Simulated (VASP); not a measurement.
A run of VASP 6.6.1:

INCAR

```
SYSTEM = Si
  ALGO = Normal
  EDIFF = 1E-6
  EDIFFG = -0.005
  ENCUT = 600
  GGA = CA
  IBRION = 2
  ISIF = 3
  ISMEAR = -1
  LASPH = .TRUE.
  LCHARG = .FALSE.
  LREAL = .FALSE.
  LWAVE = .FALSE.
  NELM = 60
  NSW = 80
  PREC = Accurate
  SIGMA = 0.02
```

Contents of KPOINTS:

```
k-points
0
G
  8 8 8
  0 0 0
```

File POSCAR:

```
Si
1.0
    0.0000000000      2.7348878890      2.7348878890
    2.7348878890      0.0000000000      2.7348878890
    2.7348878890      2.7348878890      0.0000000000
Si
2
Direct
    0.7500000000      0.7500000000      0.7500000000
    0.5000000000      0.5000000000      0.5000000000
```

Potentials or basis: VASP PAW LDA potentials, release 64 (Si).

Run with:

```sh
$ cat potpaw_LDA.64/Si/POTCAR > POTCAR
$ mpirun -np 1 vasp_std > vasp.out
```

Hardware: 1 thread of Intel(R) Xeon(R) 6975P-C (Granite Rapids) (shared host).

Q: How long does it take, and how much memory?

A: It took 6.7 s on 1 thread of Intel(R) Xeon(R) 6975P-C (Granite Rapids) (shared host), peak memory 0.15 GiB. Counts: scf iterations 23, k points 29, ion steps 3.
